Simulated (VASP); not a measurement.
# Na: elastic constants with r2SCAN

Na:

```
CELL_PARAMETERS angstrom
-1.91069 1.91069 1.91069
1.91069 -1.91069 1.91069
1.91069 1.91069 -1.91069
ATOMIC_POSITIONS crystal
Na 0.00000 0.00000 0.00000
```

```json
{
  "Program": "VASP 6.6.1",
  "Task": "elastic constants",
  "Functional": "r2SCAN",
  "Potentials or basis": "VASP PAW PBE potentials, release 64 (Na_pv)",
  "Cutoff": "550 eV",
  "k mesh": "18 × 18 × 18",
  "Occupations": "fermi-dirac, width 0.1 eV",
  "Spin": "no spin polarisation",
  "Dipole correction": "no",
  "Ions in elastic constants": "relaxed",
  "Further INCAR settings": "ALGO = Normal; EDIFF = 1e-08; IBRION = 6; POTIM = 0.015; NSW = 1; ISIF = 3"
}
```

- Elastic constants C11, C12, C44: 21, 18, 13 GPa
- Voigt bulk modulus: 19 GPa

Elastic tensor in Voigt notation (GPa, in the Cartesian axes of the cell as first typed):
```
21 18 18  0  0  0
18 21 18  0  0  0
18 18 21  0  0  0
 0  0  0 13  0  0
 0  0  0  0 13  0
 0  0  0  0  0 13
```

Clamped-ion elastic tensor (GPa):
```
21 18 18  0  0  0
18 21 18  0  0  0
18 18 21  0  0  0
 0  0  0 13  0  0
 0  0  0  0 13  0
 0  0  0  0  0 13
```

Run time: 35 min on 4 MPI ranks on AMD EPYC 9R45 96-Core Processor (Zen 5) (shared host), peak memory 0.57 GiB a rank.

Caveat: the cell is under stress, which shifts elastic constants; the PAW data sets were made with another functional, which shifts forces and pressure a little.
